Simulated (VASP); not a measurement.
# Si8Ni4B (a cell with a defect) in VASP: a series of runs

Si8Ni4B (a cell with a defect) is run at these levels: LDA, PBEsol; tasks: single point.

Program: VASP 6.6.1. These are calculated values, not measurements. Logs are shortened: lines on timing, memory, paths and dates and some standing lists are left out, and cuts for length are marked.

### Step 1. The cell of the first run

The cell holds a defect, 13 atoms: a = 5.443 Å, b = 5.443 Å, c = 5.443 Å, α = 90.00°, β = 90.00°, γ = 90.00°.

### Step 2. Single point, LDA

The input, INCAR:

```
SYSTEM = Si8Ni4B
PREC = Accurate
ENCUT = 520
EDIFF = 1E-6
ISMEAR = 1
SIGMA = 0.1
LREAL = .False.
LASPH = .True.
NELM = 120
ALGO = Normal
ISIF = 2
LWAVE = .False.
LCHARG = .True.
LELF = .True.
LVHAR = .True.
NBANDS = 50
GGA_COMPAT = .False.
```

The input, KPOINTS:

```
regular mesh
0
Gamma
  3 3 3
  0 0 0
```

The input, POSCAR:

```
Si8Ni4B
1.0
    5.4428764300      0.0000000000      0.0000000000
    0.0000000000      5.4428764300      0.0000000000
    0.0000000000      0.0000000000      5.4428764300
Si Ni B
8 4 1
Direct
    0.2893767700      0.2004141100      0.2536776900
    0.2045427000      0.7270611100      0.8097245600
    0.7035591100      0.2458118000      0.7209659800
    0.6839036200      0.7996191900      0.2823757400
    0.1975186300      0.2712057600      0.7596063000
    0.2144057200      0.7296710500      0.2726728100
    0.8883642000      0.4002191500      0.1586294300
    0.7131799900      0.7629344100      0.7826831000
   -0.0208628700      0.0124170800      0.0224564000
   -0.0466186000      0.5325740400      0.5337336600
    0.4280190600     -0.0230395700      0.5651079900
    0.4967939600      0.4955190700      0.0265483100
    0.6345240900      0.1421607200      0.1169422400
```

Potentials or basis: VASP PAW LDA potentials, release 64 (Si, Ni, B).

On the command line:

```
> cat potpaw_LDA.64/Si/POTCAR potpaw_LDA.64/Ni/POTCAR potpaw_LDA.64/B/POTCAR > POTCAR
> mpirun -np 1 vasp_std > vasp.out
```

OUTCAR:

```text
SYSTEM = Si8Ni4B
   PREC = Accurate
   ENCUT = 520
   EDIFF = 1E-6
   ISMEAR = 1
   LREAL = .False.
   LASPH = .True.
   NELM = 120
   ISIF = 2

 ion  position               nearest neighbor table
   1  0.289  0.200  0.254-  13 2.05  11 2.22  12 2.32   9 2.34   7 2.49   6 2.60   5 2.76   5 2.83
                             6 2.91  10 2.99   4 3.07
   2  0.205  0.727  0.810-  11 2.26  10 2.29   9 2.29  12 2.35   5 2.50   6 2.52   8 2.69   8 2.78
                             6 2.92   5 2.97   7 3.12
   3  0.704  0.246  0.721-  13 2.26  11 2.26  10 2.31  12 2.42   9 2.56   8 2.65   5 2.70   7 2.72
                             5 2.77   8 2.84
   4  0.684  0.800  0.282-  13 2.09  11 2.29  12 2.39   9 2.43  10 2.48   7 2.53   6 2.58   8 2.73
                             8 2.74   6 2.91   1 3.07
   5  0.198  0.271  0.760-  11 2.29  10 2.30   9 2.33   2 2.50  12 2.50   3 2.70   1 2.76   3 2.77
                             1 2.83   7 2.84   2 2.97
   6  0.214  0.730  0.273-  10 2.28  11 2.39  12 2.40   9 2.42   2 2.52   4 2.58   1 2.60   7 2.60
                             1 2.91   4 2.91   2 2.92
   7  0.888  0.400  0.159-  13 1.98  10 2.19   9 2.29  12 2.31   1 2.49   4 2.53   6 2.60   3 2.72
                             5 2.84   8 3.00   2 3.12
   8  0.713  0.763  0.783-  10 2.26  11 2.27  12 2.30   9 2.38   3 2.65   2 2.69   4 2.73   4 2.74
                             2 2.78   3 2.84   7 3.00
   9  0.979  0.012  0.022-  13 2.07   7 2.29   2 2.29   5 2.33   1 2.34   8 2.38   6 2.42   4 2.43
                             3 2.56
  10  0.953  0.533  0.534-   7 2.19   8 2.26   6 2.28   2 2.29   5 2.30   3 2.31   4 2.48   1 2.99

  11  0.428  0.977  0.565-   1 2.22   2 2.26   3 2.26   8 2.27   4 2.29   5 2.29   6 2.39
  12  0.497  0.496  0.027-  13 2.12   8 2.30   7 2.31   1 2.32   2 2.35   4 2.39   6 2.40   3 2.42
                             5 2.50
  13  0.635  0.142  0.117-   7 1.98   1 2.05   9 2.07   4 2.09  12 2.12   3 2.26

  LATTYP: Found a simple cubic cell.
 ALAT       =     5.4428764300

  Lattice vectors:

 A1 = (   5.4428764300,   0.0000000000,   0.0000000000)
 A2 = (   0.0000000000,   5.4428764300,   0.0000000000)
 A3 = (   0.0000000000,   0.0000000000,   5.4428764300)

Analysis of symmetry for initial positions (statically):
=====================================================================
 Subroutine PRICEL returns:
 Original cell was already a primitive cell.

 Routine SETGRP: Setting up the symmetry group for a
 simple cubic supercell.

 Subroutine GETGRP returns: Found  1 space group operations
 (whereof  1 operations were pure point group operations)
 out of a pool of 48 trial point group operations.

The static configuration has the point symmetry C_1 .

Analysis of symmetry for dynamics (positions and initial velocities):
=====================================================================
 Subroutine PRICEL returns:
 Original cell was already a primitive cell.

 Routine SETGRP: Setting up the symmetry group for a
 simple cubic supercell.

 Subroutine GETGRP returns: Found  1 space group operations
 (whereof  1 operations were pure point group operations)
 out of a pool of 48 trial point group operations.

The dynamic configuration has the point symmetry C_1 .

 Subroutine INISYM returns: Found  1 space group operations
 (whereof  1 operations are pure point group operations),
 and found     1 'primitive' translations

----------------------------------------------------------------------------------------

                                     Primitive cell

  volume of cell :     161.2447

  direct lattice vectors                    reciprocal lattice vectors
     5.442876430  0.000000000  0.000000000     0.183726383  0.000000000  0.000000000
     0.000000000  5.442876430  0.000000000     0.000000000  0.183726383  0.000000000
     0.000000000  0.000000000  5.442876430     0.000000000  0.000000000  0.183726383

  length of vectors
     5.442876430  5.442876430  5.442876430     0.183726383  0.183726383  0.183726383

  position of ions in fractional coordinates (direct lattice)
     0.289376770  0.200414110  0.253677690
     0.204542700  0.727061110  0.809724560
     0.703559110  0.245811800  0.720965980
     0.683903620  0.799619190  0.282375740
     0.197518630  0.271205760  0.759606300
     0.214405720  0.729671050  0.272672810
     0.888364200  0.400219150  0.158629430
     0.713179990  0.762934410  0.782683100
     0.979137130  0.012417080  0.022456400
     0.953381400  0.532574040  0.533733660
[... 42 lines left out ...]
 ===========================================

 Found     14 irreducible k-points:

 Following reciprocal coordinates:
            Coordinates               Weight
  0.000000  0.000000  0.000000      1.000000
  0.333333  0.000000  0.000000      2.000000
  0.000000  0.333333  0.000000      2.000000
  0.000000  0.000000  0.333333      2.000000
  0.333333  0.333333  0.000000      2.000000
  0.000000  0.333333  0.333333      2.000000
  0.333333  0.000000  0.333333      2.000000
 -0.333333  0.333333  0.000000      2.000000
 -0.333333  0.000000  0.333333      2.000000
  0.000000 -0.333333  0.333333      2.000000
  0.333333  0.333333  0.333333      2.000000
 -0.333333  0.333333  0.333333      2.000000
 -0.333333 -0.333333  0.333333      2.000000
  0.333333 -0.333333  0.333333      2.000000
   k-points           NKPTS =     14   k-points in BZ     NKDIM =     14   number of bands    NBANDS=     50
   number of dos      NEDOS =    301   number of ions     NIONS =     13
   total plane-waves  NPLWV =  64000
   dimension x,y,z NGX =    40 NGY =   40 NGZ =   40
   dimension x,y,z NGXF=    80 NGYF=   80 NGZF=   80
   ions per type =               8   4   1
   NGX,Y,Z   is equivalent  to a cutoff of  12.22, 12.22, 12.22 a.u.
   NGXF,Y,Z  is equivalent  to a cutoff of  24.44, 24.44, 24.44 a.u.
 SYSTEM =  Si8Ni4B
   PREC   = accura    normal or accurate (medium, high low for compatibility)
   ISTART =      0    job   : 0-new  1-cont  2-samecut
   ICHARG =      2    charge: 1-file 2-atom 10-const
   ISPIN  =      1    spin polarized calculation?
   LNONCOLLINEAR =      F non collinear calculations
   LSORBIT =      F    spin-orbit coupling
   LASPH  =      T    aspherical Exc in radial PAW
   ENCUT  =  520.0 eV  38.22 Ry    6.18 a.u.  10.12 10.12 10.12*2*pi/ulx,y,z
   NELM   =    120;   NELMIN=  2; NELMDL= -5     # of ELM steps
   EDIFF  = 0.1E-05   stopping-criterion for ELM
   LREAL  =      F    real-space projection
   EDIFFG = 0.1E-04   stopping-criterion for IOM
   NSW    =      0    number of steps for IOM
   IBRION =     -1    ionic relax: 0-MD 1-quasi-New 2-CG
   NFREE  =      0    steps in history (QN), initial steepest desc. (CG)
   ISIF   =      2    stress and relaxation
   ISYM   =      2    0-nonsym 1-usesym 2-fastsym
   POTIM  = 0.5000    time-step for ionic-motion
   TEBEG  =    0.0;   TEEND  =   0.0 temperature during run
   PSTRESS=    0.0 pullay stress
   NELECT =      75.0000    total number of electrons
   NUPDOWN=      -1.0000    fix difference up-down
   EMIN   =  10.00;   EMAX   =-10.00  energy-range for DOS
   EFERMI =   0.00;   METHOD = LEGACY
   ISMEAR =     1;   SIGMA  =   0.10  broadening in eV -4-tet -1-fermi 0-gaus
   EFERMI_NEDOS =   21; number of points for ismear=-14 and -15
   IALGO  =     38    algorithm
   IMIX   =      4    mixing-type and parameters
     AMIX     =   0.40;   BMIX     =  1.00
     AMIX_MAG =   1.60;   BMIX_MAG =  1.00
  volume/ion in A,a.u.               =      12.40        83.70
  Fermi-wavevector in a.u.,A,eV,Ry     =   1.268431  2.396987 21.890640  1.608917
  Thomas-Fermi vector in A             =   2.401526
   LORBIT       =      0    0 simple, 1 ext, 2 COOP (PROOUT), +10 PAW based schemes
   GGA     = CA    functional components
   LHFCALC =     F    Hartree Fock is set to
   AEXX    =    0.0000 exact exchange contribution
   IVDW    =     0    specifies the selected vdW correction
   LEPSILON=     F    determine dielectric tensor
   LRPA    =     F    only Hartree local field effects (RPA)
 non-spin polarized calculation
 Methfessel and Paxton  Order N= 1 SIGMA  =   0.10
  energy-cutoff  :      520.00
  volume of cell :      161.24
 maximum number of plane-waves:      4385
   NGX = 21   NGY = 21   NGZ = 21

 number of electron      75.0000005 magnetization

 Free energy of the ion-electron system (eV)
  ---------------------------------------------------
  ext. energy  EPLUGINS =         0.00000000
  ---------------------------------------------------
  free energy    TOTEN  =       -83.27675969 eV

  energy without entropy =      -83.28187145  energy(sigma->0) =      -83.27846361

 E-fermi :  10.1759     XC(G=0): -11.8877

 val. band max:       10.1612384829   @ k =   0.0000   0.0000   0.0000
 cond. band min:      10.2805521809   @ k =   0.3333   0.0000   0.0000
 fundamental gap:      0.1193136980
 Fermi energy:        10.1759316118

 k-point     1 :       0.0000    0.0000    0.0000
  band No.  band energies     occupation
      1      -3.8148      2.00000
      2       0.0011      2.00000
      3       0.2051      2.00000
      4       0.3310      2.00000
      5       0.7415      2.00000
      6       2.0694      2.00000
[... 717 lines left out ...]
     48      13.8273      0.00000
     49      13.9690      0.00000
 [bands above 49 left out]

------------------------ aborting loop because EDIFF is reached ----------------------------------------

  FORCE on cell =-STRESS in cart. coord.  units (eV):
  Direction    XX          YY          ZZ          XY          YZ          ZX
  --------------------------------------------------------------------------------------
  -------------------------------------------------------------------------------------
  Total        2.5613610      1.6251282      3.4560723      2.2520657      1.5051088      0.5590464
  in kB       25.4504781     16.1477785     34.3406078     22.3772244     14.9552286      5.5548586
  external PRESSURE =      25.3129548 kB  Pullay stress =       0.0000000 kB

 VOLUME and BASIS-vectors are now :
 -----------------------------------------------------------------------------
  energy-cutoff  :      520.00
  volume of cell :      161.24
      direct lattice vectors                 reciprocal lattice vectors
     5.442876430  0.000000000  0.000000000     0.183726383  0.000000000  0.000000000
     0.000000000  5.442876430  0.000000000     0.000000000  0.183726383  0.000000000
     0.000000000  0.000000000  5.442876430     0.000000000  0.000000000  0.183726383

 POSITION                                       TOTAL-FORCE (eV/Angst)
 -----------------------------------------------------------------------------------
      1.57504      1.09083      1.38074         0.090400     -0.059954     -0.040558
      1.11330      3.95730      4.40723         0.014571      0.091582     -0.078367
      3.82939      1.33792      3.92413        -0.057946      0.010867      0.013548
      3.72240      4.35223      1.53694        -0.028706     -0.002041      0.004046
      1.07507      1.47614      4.13444        -0.019142     -0.072246     -0.032896
      1.16698      3.97151      1.48412        -0.030663     -0.012002      0.058312
      4.83526      2.17834      0.86340        -0.142952     -0.087430      0.156254
      3.88175      4.15256      4.26005        -0.031557     -0.022878     -0.043322
      5.32932      0.06758      0.12223        -0.052918      0.072666      0.036323
      5.18914      2.89873      2.90505         0.050321      0.010058      0.025584
      2.32965      5.31747      3.07581         0.034788     -0.000522     -0.038749
      2.70399      2.69705      0.14450         0.061728     -0.054327     -0.004486
      3.45364      0.77376      0.63650         0.112076      0.126226     -0.055690
 -----------------------------------------------------------------------------------
    total drift:                               -0.000964      0.000415     -0.000267

  FREE ENERGIE OF THE ION-ELECTRON SYSTEM (eV)
  ---------------------------------------------------
  free  energy   TOTEN  =       -83.2767596948 eV

  energy  without entropy=      -83.2818714481  energy(sigma->0) =      -83.27846361
```

Run time: 62 s. Hardware: 1 thread of Intel Xeon 6975P-C (Granite Rapids), shared host; peak memory 0.25 GiB.

What came out:

* Free energy: -83.2768 eV
* Pressure: 2.5 GPa
* Largest force: 0.229 eV/Å
* Band gap on the k mesh: zero (an odd number of electrons rules out a gap without spin polarisation)

Forces on the atoms (eV/Å):
```
Si   0.090 -0.060 -0.041
Si   0.015  0.092 -0.078
Si  -0.058  0.011  0.014
Si  -0.029 -0.002  0.004
Si  -0.019 -0.072 -0.033
Si  -0.031 -0.012  0.058
Si  -0.143 -0.087  0.156
Si  -0.032 -0.023 -0.043
Ni  -0.053  0.073  0.036
Ni   0.050  0.010  0.026
Ni   0.035 -0.001 -0.039
Ni   0.062 -0.054 -0.004
B    0.112  0.126 -0.056
```

Stress tensor (GPa, compression positive):
```
2.55 2.24 0.56
2.24 1.61 1.50
0.56 1.50 3.43
```

Levels at points of the mesh, in eV from the Fermi level:
```tsv
k point	band 36	band 37	band 38	band 39	band 40	band 41
(0.00, 0.00, 0.00)	-0.69	-0.59	-0.45	-0.01	1.05	1.43
```

Caveat: the k points lie up to 0.38 Å⁻¹ apart, too coarse for converged energies and pressures of a metal. Spin polarisation is off, so any magnetic state and its effect on volume and gap are missing.

### Step 3. Single point, PBEsol

The input, INCAR:

```
PREC = Accurate
ENCUT = 520
EDIFF = 1E-6
ISMEAR = 1
SIGMA = 0.1
LREAL = False
LASPH = True
NELM = 120
ALGO = Normal
ISIF = 2
LWAVE = False
LCHARG = True
GGA = PS
LELF = True
LVHAR = True
NBANDS = 50
GGA_COMPAT = False
```

The input, KPOINTS:

```
regular mesh
0
Gamma
  3 3 3
```

POSCAR is that of step 2.

Potentials or basis: VASP PAW PBE potentials, release 64 (Si, Ni, B).

On the command line:

```
> cat potpaw_PBE.64/Si/POTCAR potpaw_PBE.64/Ni/POTCAR potpaw_PBE.64/B/POTCAR > POTCAR
> mpirun -np 1 vasp_std > vasp.out
```

It took 70 s on 1 thread of Intel Xeon 6975P-C (Granite Rapids), shared host; peak memory 0.28 GiB.

It converged, with:

| Property | Result |
| --- | --- |
| Free energy | -79.2033 eV |
| Pressure | 6.1 GPa |
| Largest force | 0.087 eV/Å |
| Band gap on the k mesh | zero (an odd number of electrons rules out a gap without spin polarisation) |

Forces in eV/Å, atoms in the order of the input:
```
Si  -0.005  0.017  0.010
Si   0.010  0.069 -0.052
Si  -0.024  0.024 -0.031
Si   0.026 -0.045  0.035
Si   0.010 -0.058 -0.008
Si  -0.021 -0.018  0.052
Si  -0.030  0.026  0.064
Si  -0.016 -0.001 -0.003
Ni  -0.026  0.016  0.030
Ni   0.037 -0.003  0.024
Ni   0.011 -0.020 -0.030
Ni   0.013 -0.032 -0.017
B    0.013  0.025 -0.073
```

Stress tensor (GPa, compression positive):
```
6.15 2.26 0.48
2.26 5.37 1.39
0.48 1.39 6.78
```

Levels at points of the mesh, in eV from the Fermi level:
```tsv
k point	band 34	band 35	band 36	band 37	band 38	band 39	band 40	band 41	band 42	band 43
(0.00, 0.00, 0.00)	-1.09	-0.89	-0.69	-0.59	-0.44	0.01	1.01	1.39	1.68	1.89
```

Caveat: the k points lie up to 0.38 Å⁻¹ apart, too coarse for converged energies and pressures of a metal; the PAW data sets were made with another functional, which shifts forces and pressure a little. Spin polarisation is off, so any magnetic state and its effect on volume and gap are missing.
